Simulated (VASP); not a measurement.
Input of a VASP 6.6.1 run:

INCAR

```
PREC = Accurate
ENCUT = 520
EDIFF = 1E-7
ISMEAR = 0
SIGMA = 0.05
LREAL = F
LASPH = T
NELM = 80
ALGO = Normal
ISIF = 2
LWAVE = F
LCHARG = T
GGA = PE
LELF = T
LVHAR = T
NBANDS = 25
```

File KPOINTS:

```
regular mesh
0
Gamma
  6 6 8
```

The input POSCAR:

```
SiO2
1.0
    4.2358788266      0.0000000000      0.0000000000
    0.0000000000      4.5323903445      0.0000000000
    0.0000000000      0.0000000000      2.6897743046
Si O
2 4
Direct
    0.5000000000      0.5000000000      0.5000000000
    0.0000000000      0.0000000000      0.0000000000
    0.6650682551      0.7209573303      0.0000000000
    0.1650682551      0.7790426697      0.5000000000
    0.3349317449      0.2790426697      0.0000000000
    0.8349317449      0.2209573303      0.5000000000
```

Potentials or basis: VASP PAW PBE potentials, release 64 (Si, O).

Command:

```sh
$ cat potpaw_PBE.64/Si/POTCAR potpaw_PBE.64/O/POTCAR > POTCAR
$ mpirun -np 1 vasp_std > vasp.out
```

(1) Predict the band gap on the k mesh.

(2) Estimate the largest force.

## Answers

(1) 3.76 eV.

(2) 1.426 eV/Å.

Caveat: the cell differs from its parent crystal (atoms displaced along a vibrational mode, the cell strained); the cell stands under tension; forces of over 1 eV/Å act on the atoms, so gaps and moduli don't describe the material at rest.
